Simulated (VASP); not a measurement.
Write the native input for VASP 6.6.1 that does the following.

| Property | Result |
| --- | --- |
| Task | single point |
| Functional | PBE |
| Potentials or basis | VASP PAW PBE potentials, release 64 (Ti_sv, N) |
| Cutoff | 520 eV |
| k mesh | 18 × 18 × 18 |
| Occupations | gaussian, width 0.1 eV |
| Spin | no spin polarisation |
| Dipole correction | no |
| Further INCAR settings | ALGO = Normal; EDIFF = 1e-06; NBANDS = 16 |

The structure of TiN lies in POSCAR:

```
TiN
1.0
    0.0000000000      2.1233653582      2.1233653582
    2.1233653582      0.0000000000      2.1233653582
    2.1233653582      2.1233653582      0.0000000000
Ti N
1 1
Direct
    0.0000000000      0.0000000000      0.0000000000
    0.5000000000      0.5000000000      0.5000000000
```

The input as run:

INCAR

```
  ALGO = Normal
  EDIFF = 1E-6
  ENCUT = 520
  GGA = PE
  ISIF = 2
  ISMEAR = 0
  LASPH = T
  LCHARG = F
  LREAL = F
  LWAVE = F
  NBANDS = 16
  NELM = 80
  PREC = Accurate
  SIGMA = 0.1
```

KPOINTS

```
k-points
0
Gamma
  18 18 18
```

Potentials or basis: VASP PAW PBE potentials, release 64 (Ti_sv, N).

Run with:

```bash
$ cat potpaw_PBE.64/Ti_sv/POTCAR potpaw_PBE.64/N/POTCAR > POTCAR
$ mpirun -np 1 vasp_std > vasp.out
```

Results of the run:

```json
{"Pressure": "0.5 GPa"}
```

Run time: 43 s on 1 thread of Intel(R) Xeon(R) Platinum 8259CL CPU @ 2.50GHz (Skylake/Cascade Lake) (shared host), peak memory 0.18 GiB.
